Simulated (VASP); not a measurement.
# MoS (Fm-3m) in VASP: further runs, part 2 of 2

VASP 6.6.1. Earlier steps stand in the parts before.

## 4. Relaxation of cell and atoms, PBE, collinear spin

This run uses another cell than the first one, of 14.08 Å³/atom.

Contents of INCAR:

```
SYSTEM = MoS
  ALGO = Normal
  EDIFF = 1E-7
  EDIFFG = -0.05
  ENCUT = 600
  GGA = PE
  IBRION = 2
  ISIF = 3
  ISMEAR = 0
  ISPIN = 2
  LASPH = .True.
  LCHARG = .False.
  LMAXMIX = 4
  LORBIT = 11
  LREAL = .False.
  LWAVE = .False.
  MAGMOM = 0.14 0
  NELM = 150
  NSW = 100
  PREC = Accurate
  SIGMA = 0.1
```

Contents of KPOINTS:

```
k-points
0
Gamma
  8 8 8
  0 0 0
```

Contents of POSCAR:

```
MoS
1.0
    0.0000000000      2.4148756080      2.4148756080
    2.4148756080      0.0000000000      2.4148756080
    2.4148756080      2.4148756080      0.0000000000
Mo S
1 1
Direct
    0.0000000000      0.0000000000      0.0000000000
    0.5000000000      0.5000000000      0.5000000000
```

Potentials or basis: VASP PAW PBE potentials, release 64 (Mo_sv, S).

The run is started by

```bash
> cat potpaw_PBE.64/Mo_sv/POTCAR potpaw_PBE.64/S/POTCAR > POTCAR
> mpirun -np 1 vasp_std > vasp.out
```

OUTCAR:

```text
SYSTEM = MoS
   EDIFF = 1E-7
   EDIFFG = -0.05
   ENCUT = 600
   GGA = PE
   IBRION = 2
   ISIF = 3
   ISMEAR = 0
   ISPIN = 2
   LASPH = .True.
   LORBIT = 11
   LREAL = .False.
   NELM = 150
   NSW = 100
   PREC = Accurate

 ion  position               nearest neighbor table
   1  0.000  0.000  0.000-   2 2.41   2 2.41   2 2.41   2 2.41   2 2.41   2 2.41
   2  0.500  0.500  0.500-   1 2.41   1 2.41   1 2.41   1 2.41   1 2.41   1 2.41

  LATTYP: Found a face centered cubic cell.
 ALAT       =     4.8297512160

  Lattice vectors:

 A1 = (   0.0000000000,   2.4148756080,   2.4148756080)
 A2 = (   2.4148756080,   0.0000000000,   2.4148756080)
 A3 = (   2.4148756080,   2.4148756080,   0.0000000000)

Analysis of symmetry for initial positions (statically):
=====================================================================
 Subroutine PRICEL returns:
 Original cell was already a primitive cell.

 Routine SETGRP: Setting up the symmetry group for a
 face centered cubic supercell.

 Subroutine GETGRP returns: Found 48 space group operations
 (whereof 48 operations were pure point group operations)
 out of a pool of 48 trial point group operations.

The static configuration has the point symmetry O_h .

Analysis of symmetry for dynamics (positions and initial velocities):
=====================================================================
 Subroutine PRICEL returns:
 Original cell was already a primitive cell.

 Routine SETGRP: Setting up the symmetry group for a
 face centered cubic supercell.

 Subroutine GETGRP returns: Found 48 space group operations
 (whereof 48 operations were pure point group operations)
 out of a pool of 48 trial point group operations.

The dynamic configuration has the point symmetry O_h .

Analysis of structural, dynamic, and magnetic symmetry:
=====================================================================
 Subroutine PRICEL returns:
 Original cell was already a primitive cell.

 Routine SETGRP: Setting up the symmetry group for a
 face centered cubic supercell.

 Subroutine GETGRP returns: Found 48 space group operations
 (whereof 48 operations were pure point group operations)
 out of a pool of 48 trial point group operations.

The overall configuration has the point symmetry O_h .

 Subroutine INISYM returns: Found 48 space group operations
 (whereof 48 operations are pure point group operations),
 and found     1 'primitive' translations

----------------------------------------------------------------------------------------

                                     Primitive cell

  volume of cell :      28.1653

  direct lattice vectors                    reciprocal lattice vectors
     0.000000000  2.414875608  2.414875608    -0.207050002  0.207050002  0.207050002
     2.414875608  0.000000000  2.414875608     0.207050002 -0.207050002  0.207050002
     2.414875608  2.414875608  0.000000000     0.207050002  0.207050002 -0.207050002

  length of vectors
     3.415149836  3.415149836  3.415149836     0.358621124  0.358621124  0.358621124

  position of ions in fractional coordinates (direct lattice)
     0.000000000  0.000000000  0.000000000
[... 74 lines left out ...]
   LSORBIT =      F    spin-orbit coupling
   LASPH  =      T    aspherical Exc in radial PAW
   ENCUT  =  600.0 eV  44.10 Ry    6.64 a.u.   6.82  6.82  6.82*2*pi/ulx,y,z
   NELM   =    150;   NELMIN=  2; NELMDL= -5     # of ELM steps
   EDIFF  = 0.1E-06   stopping-criterion for ELM
   LREAL  =      F    real-space projection
   EDIFFG = -.5E-01   stopping-criterion for IOM
   NSW    =    100    number of steps for IOM
   IBRION =      2    ionic relax: 0-MD 1-quasi-New 2-CG
   NFREE  =      1    steps in history (QN), initial steepest desc. (CG)
   ISIF   =      3    stress and relaxation
   ISYM   =      2    0-nonsym 1-usesym 2-fastsym
   POTIM  = 0.5000    time-step for ionic-motion
   TEBEG  =    0.0;   TEEND  =   0.0 temperature during run
   PSTRESS=    0.0 pullay stress
   NELECT =      20.0000    total number of electrons
   NUPDOWN=      -1.0000    fix difference up-down
   EMIN   =  10.00;   EMAX   =-10.00  energy-range for DOS
   EFERMI =   0.00;   METHOD = LEGACY
   ISMEAR =     0;   SIGMA  =   0.10  broadening in eV -4-tet -1-fermi 0-gaus
   EFERMI_NEDOS =   21; number of points for ismear=-14 and -15
   IALGO  =     38    algorithm
   IMIX   =      4    mixing-type and parameters
     AMIX     =   0.40;   BMIX     =  1.00
     AMIX_MAG =   1.60;   BMIX_MAG =  1.00
  volume/ion in A,a.u.               =      14.08        95.03
  Fermi-wavevector in a.u.,A,eV,Ry     =   1.460540  2.760020 29.023629  2.133177
  Thomas-Fermi vector in A             =   2.576977
   LORBIT       =     11    0 simple, 1 ext, 2 COOP (PROOUT), +10 PAW based schemes
   GGA     = PE    functional components
   LHFCALC =     F    Hartree Fock is set to
   AEXX    =    0.0000 exact exchange contribution
   IVDW    =     0    specifies the selected vdW correction
   LEPSILON=     F    determine dielectric tensor
   LRPA    =     F    only Hartree local field effects (RPA)
 conjugate gradient relaxation of ions
 spin polarized calculation
 Gauss-broadening in eV      SIGMA  =   0.10
  energy-cutoff  :      600.00
  volume of cell :       28.17
 maximum number of plane-waves:       960
   NGX = 13   NGY = 13   NGZ = 13

--------------------------------------- Ionic step        1  -------------------------------------------

 number of electron      19.9999998 magnetization       0.0931330

 Free energy of the ion-electron system (eV)
  ---------------------------------------------------
  ext. energy  EPLUGINS =         0.00000000
  ---------------------------------------------------
  free energy    TOTEN  =       -14.53701229 eV

  energy without entropy =      -14.52214182  energy(sigma->0) =      -14.52957705

------------------------ aborting loop because EDIFF is reached ----------------------------------------

  FORCE on cell =-STRESS in cart. coord.  units (eV):
  Direction    XX          YY          ZZ          XY          YZ          ZX
  --------------------------------------------------------------------------------------
  -------------------------------------------------------------------------------------
  Total        2.8189789      2.8189789      2.8189789     -0.0000000     -0.0000000      0.0000000
  in kB      160.3570724    160.3570724    160.3570724     -0.0000000     -0.0000000      0.0000000
  external PRESSURE =     160.3570724 kB  Pullay stress =       0.0000000 kB
[... 25 lines left out ...]
 number of electron      20.0000001 magnetization      -0.0012075

 number of electron      20.0000001 magnetization       0.0002315

 E-fermi :   9.8090     XC(G=0): -11.6766

 val. band max:        9.8026366999   @ k =   0.5000   0.2500   0.1250
 cond. band min:       9.8263667050   @ k =  -0.3750   0.3750   0.1250
 fundamental gap:      0.0237300051
 Fermi energy:         9.8089709674

 spin component 1

 k-point     1 :       0.0000    0.0000    0.0000
  band No.  band energies     occupation
      1     -51.6606      1.00000
      2     -25.7175      1.00000
      3     -25.7175      1.00000
      4     -25.7175      1.00000
      5      -5.7304      1.00000
      6       6.9688      1.00000
      7       6.9688      1.00000
      8       6.9688      1.00000
      9       7.8821      1.00000
     10       7.8821      1.00000
     11       7.8821      1.00000
     12       8.2119      1.00000
[... 840 lines left out ...]
--------------------------------------- Ionic step        3  -------------------------------------------

 number of electron      20.0000003 magnetization      -0.0028247

 Free energy of the ion-electron system (eV)
  ---------------------------------------------------
  ext. energy  EPLUGINS =         0.00000000
  ---------------------------------------------------
  free energy    TOTEN  =       -14.64249920 eV

  energy without entropy =      -14.62559002  energy(sigma->0) =      -14.63404461

 E-fermi :  11.5166     XC(G=0): -12.2907

 val. band max:       11.5086711691   @ k =   0.5000   0.2500   0.1250
 cond. band min:      11.5321652107   @ k =  -0.3750   0.3750   0.1250
 fundamental gap:      0.0234940417
 Fermi energy:        11.5165587080

 spin component 1

 k-point     1 :       0.0000    0.0000    0.0000
  band No.  band energies     occupation
      1     -49.9562      1.00000
      2     -24.0267      1.00000
      3     -24.0267      1.00000
      4     -24.0267      1.00000
      5      -4.7973      1.00000
      6       8.5417      1.00000
      7       8.5417      1.00000
      8       8.5417      1.00000
      9       9.1361      1.00000
     10       9.1361      1.00000
     11       9.1361      1.00000
     12       9.5517      1.00000
[... 834 lines left out ...]
  FREE ENERGIE OF THE ION-ELECTRON SYSTEM (eV)
  ---------------------------------------------------
  free  energy   TOTEN  =       -14.6424991977 eV

  energy  without entropy=      -14.6255900240  energy(sigma->0) =      -14.63404461

 reached required accuracy - stopping structural energy minimisation

 total charge

# of ion       s       p       d       tot
------------------------------------------
    1        2.215   6.119   4.062  12.397
    2        1.310   2.398   0.000   3.708
--------------------------------------------------
tot          3.525   8.517   4.062  16.104

 magnetization (x)

# of ion       s       p       d       tot
------------------------------------------
    1       -0.000  -0.000  -0.003  -0.003
    2       -0.000   0.000   0.000   0.000
--------------------------------------------------
tot         -0.000   0.000  -0.003  -0.003
```

It took 86 s on 1 thread of Intel Xeon Platinum 8259CL at 2.50GHz (Skylake/Cascade Lake), shared host; peak memory 0.19 GiB.

What came out:

```yaml
Free_energy: -14.6425 eV
Relaxed_volume: 15.26 Å³/atom
Relaxed_cell: a = 3.507 Å, b = 3.507 Å, c = 3.507 Å, α = 60.00°, β = 60.00°, γ = 60.00°
Space_group_after_relaxing_to_0.1_Å: Fm-3m (No. 225)
Energy_gained_by_relaxing: 52.7 meV/atom
Ionic_steps: 3
Pressure_after_relaxing: -0.4 GPa
Band_gap_on_the_k_mesh: zero (filled and empty bands overlap)
Net_moment: 0.00 μB per cell
Valence_electrons_inside_the_program's_atomic_spheres: Mo 12.40; S 3.71
```

Step by step:
| step | energy change (eV) | largest force (eV/Å) | pressure (GPa) | volume (Å³) |
| --- | --- | --- | --- | --- |
| 1 | 0.0000 | 0.0000 | 16.04 | 28.17 |
| 2 | 0.1046 | 0.0000 | -15.49 | 34.31 |
| 3 | -0.1055 | 0.0000 | -0.41 | 30.51 |

Final structure:
```
Mo S
1.0
     0.00000    2.48017    2.48017
     2.48017    0.00000    2.48017
     2.48017    2.48017    0.00000
Mo S
1 1
Direct
  0.00000 0.00000 0.00000
  0.50000 0.50000 0.50000
```

## 5. Single point, PBE, collinear spin

Contents of INCAR:

```
SYSTEM = MoS
  PREC = Accurate
  ENCUT = 520
  EDIFF = 1E-6
  ISMEAR = 0
  SIGMA = 0.1
  LREAL = .False.
  LASPH = .True.
  NELM = 150
  ALGO = Normal
  ISIF = 2
  LWAVE = .False.
  LCHARG = .False.
  ISPIN = 2
  MAGMOM = 3.5 0
  LORBIT = 11
  LMAXMIX = 4
  GGA = PE
  NBANDS = 21
```

Contents of KPOINTS:

```
Automatic mesh
0
Gamma
  14 14 14
  0 0 0
```

Contents of POSCAR:

```
MoS
1.0
    0.0000000000      2.4784774199      2.4784774199
    2.4784774199      0.0000000000      2.4784774199
    2.4784774199      2.4784774199      0.0000000000
Mo S
1 1
Direct
    0.0000000000      0.0000000000      0.0000000000
    0.5000000000      0.5000000000      0.5000000000
```

Potentials or basis: VASP PAW PBE potentials, release 64 (Mo_sv, S).

The run is started by

```bash
> cat potpaw_PBE.64/Mo_sv/POTCAR potpaw_PBE.64/S/POTCAR > POTCAR
> mpirun -np 1 vasp_std > vasp.out
```

OUTCAR:

```text
SYSTEM = MoS
   PREC = Accurate
   ENCUT = 520
   EDIFF = 1E-6
   ISMEAR = 0
   LREAL = .False.
   LASPH = .True.
   NELM = 150
   ISIF = 2
   ISPIN = 2
   LORBIT = 11
   GGA = PE

 ion  position               nearest neighbor table
   1  0.000  0.000  0.000-   2 2.48   2 2.48   2 2.48   2 2.48   2 2.48   2 2.48
   2  0.500  0.500  0.500-   1 2.48   1 2.48   1 2.48   1 2.48   1 2.48   1 2.48

  LATTYP: Found a face centered cubic cell.
 ALAT       =     4.9569548398

  Lattice vectors:

 A1 = (   0.0000000000,   2.4784774199,   2.4784774199)
 A2 = (   2.4784774199,   0.0000000000,   2.4784774199)
 A3 = (   2.4784774199,   2.4784774199,   0.0000000000)

Analysis of symmetry for initial positions (statically):
=====================================================================
 Subroutine PRICEL returns:
 Original cell was already a primitive cell.

 Routine SETGRP: Setting up the symmetry group for a
 face centered cubic supercell.

 Subroutine GETGRP returns: Found 48 space group operations
 (whereof 48 operations were pure point group operations)
 out of a pool of 48 trial point group operations.

The static configuration has the point symmetry O_h .

Analysis of symmetry for dynamics (positions and initial velocities):
=====================================================================
 Subroutine PRICEL returns:
 Original cell was already a primitive cell.

 Routine SETGRP: Setting up the symmetry group for a
 face centered cubic supercell.

 Subroutine GETGRP returns: Found 48 space group operations
 (whereof 48 operations were pure point group operations)
 out of a pool of 48 trial point group operations.

The dynamic configuration has the point symmetry O_h .

Analysis of structural, dynamic, and magnetic symmetry:
=====================================================================
 Subroutine PRICEL returns:
 Original cell was already a primitive cell.

 Routine SETGRP: Setting up the symmetry group for a
 face centered cubic supercell.

[... 148 lines left out ...]
  ---------------------------------------------------
  free energy    TOTEN  =       -14.64100120 eV

  energy without entropy =      -14.62719082  energy(sigma->0) =      -14.63409601

 E-fermi :  11.5489     XC(G=0): -12.3012

 val. band max:       11.5424626445   @ k =   0.1429   0.0714   0.0000
 cond. band min:      11.5741533265   @ k =  -0.4286   0.4286   0.0714
 fundamental gap:      0.0316906820
 Fermi energy:        11.5489434520

 spin component 1

 k-point     1 :       0.0000    0.0000    0.0000
  band No.  band energies     occupation
      1     -49.9264      1.00000
      2     -23.9971      1.00000
      3     -23.9971      1.00000
      4     -23.9971      1.00000
      5      -4.7794      1.00000
      6       8.5715      1.00000
[... 565 lines left out ...]
     20      27.3813      0.00000
     21      30.7755      0.00000

 [... further k-points ...]

 spin component 2

 k-point     1 :       0.0000    0.0000    0.0000
  band No.  band energies     occupation
      1     -49.9257      1.00000
      2     -23.9964      1.00000
      3     -23.9964      1.00000
      4     -23.9964      1.00000
      5      -4.7794      1.00000
      6       8.5715      1.00000
[... 565 lines left out ...]
     20      27.3816      0.00000
     21      30.7758      0.00000

 [... further k-points ...]

------------------------ aborting loop because EDIFF is reached ----------------------------------------

  FORCE on cell =-STRESS in cart. coord.  units (eV):
  Direction    XX          YY          ZZ          XY          YZ          ZX
  --------------------------------------------------------------------------------------
  -------------------------------------------------------------------------------------
  Total        0.0131653      0.0131653      0.0131653      0.0000000      0.0000000      0.0000000
  in kB        0.6927166      0.6927166      0.6927166      0.0000000      0.0000000      0.0000000
  external PRESSURE =       0.6927166 kB  Pullay stress =       0.0000000 kB

 VOLUME and BASIS-vectors are now :
 -----------------------------------------------------------------------------
  energy-cutoff  :      520.00
  volume of cell :       30.45
      direct lattice vectors                 reciprocal lattice vectors
     0.000000000  2.478477420  2.478477420    -0.201736758  0.201736758  0.201736758
     2.478477420  0.000000000  2.478477420     0.201736758 -0.201736758  0.201736758
     2.478477420  2.478477420  0.000000000     0.201736758  0.201736758 -0.201736758

 POSITION                                       TOTAL-FORCE (eV/Angst)
 -----------------------------------------------------------------------------------
      0.00000      0.00000      0.00000         0.000000      0.000000      0.000000
      2.47848      2.47848      2.47848        -0.000000     -0.000000     -0.000000
 -----------------------------------------------------------------------------------
    total drift:                               -0.000000      0.000000      0.000000

  FREE ENERGIE OF THE ION-ELECTRON SYSTEM (eV)
  ---------------------------------------------------
  free  energy   TOTEN  =       -14.6410011952 eV

  energy  without entropy=      -14.6271908224  energy(sigma->0) =      -14.63409601

 total charge

# of ion       s       p       d       tot
------------------------------------------
    1        2.214   6.119   4.066  12.399
    2        1.309   2.404   0.000   3.714
--------------------------------------------------
tot          3.523   8.523   4.066  16.113

 magnetization (x)

# of ion       s       p       d       tot
------------------------------------------
    1        0.000   0.000   0.001   0.001
    2        0.000  -0.000   0.000  -0.000
--------------------------------------------------
tot          0.000  -0.000   0.001   0.001
```

stdout:

```text
POSCAR found type information on POSCAR MoS
 POSCAR found :  2 types and       2 ions
 scaLAPACK will be used
 LDA part: xc-table for (Slater+PW92), standard interpolation
 POSCAR, INCAR and KPOINTS ok, starting setup
 FFT: planning ... GRIDC
 FFT: planning ... GRID_SOFT
 FFT: planning ... GRID
 WAVECAR not read
 entering main loop
```

Wall time 2.8 min (1 thread of Intel Xeon Platinum 8259CL at 2.50GHz (Skylake/Cascade Lake), shared host); peak memory 0.24 GiB.

Results:

| Quantity | Value |
| --- | --- |
| Free energy | -14.6410 eV |
| Pressure | 0.1 GPa |
| Band gap on the k mesh | zero (filled and empty bands overlap) |
| Net moment | 0.00 μB per cell |
| Valence electrons inside the program's atomic spheres | Mo 12.40; S 3.71 |

Levels at points of the mesh, in eV from the Fermi level:
Spin up:
```tsv
k point	band 8	band 9	band 10	band 11	band 12	band 13
(0.00, 0.00, 0.00)	-2.98	-2.39	-2.39	-2.39	-1.97	-1.97
(0.50, 0.00, 0.00)	-6.36	0.03	0.03	0.76	2.55	5.00
(0.50, 0.50, 0.00)	-4.33	-4.28	-0.94	0.74	0.74	1.80
```
Spin down:
```csv
k point,band 7,band 8,band 9,band 10,band 11,band 12,band 13,band 14
"(0.00, 0.00, 0.00)",-2.98,-2.98,-2.39,-2.39,-2.39,-1.97,-1.97,3.48
"(0.50, 0.00, 0.00)",-6.35,-6.35,0.03,0.03,0.76,2.55,5.00,5.00
"(0.50, 0.50, 0.00)",-4.33,-4.33,-4.28,-0.94,0.74,0.74,1.80,3.36
```

## 6. Summary

| task | spin | cell | k mesh | cutoff (eV) | gap on the mesh (eV) | pressure (GPa) | moment (μB) |
| --- | --- | --- | --- | --- | --- | --- | --- |
| single point | off | a = 3.505 Å, angles 60.0°, 2 atoms | 14 × 14 × 14 | 520 | none | 0.1 | - |
| single point | collinear | a = 3.503 Å, angles 60.0°, 2 atoms | 8 × 8 × 8 | 520 | none | 0.4 | 0.26 |
| relaxation of cell and atoms | collinear | relaxed from a = 3.415 Å, angles 60.0°, 2 atoms | 8 × 8 × 8 | 600 | none | -0.4 | 0.00 |
| single point | collinear | a = 3.505 Å, angles 60.0°, 2 atoms | 14 × 14 × 14 | 520 | none | 0.1 | 0.00 |

Alike in all rows: level PBE; potentials or basis VASP PAW PBE potentials, release 64 (Mo_sv, S); smearing gaussian 0.1 eV.

Absolute energies hang on the potentials; compare differences alone.
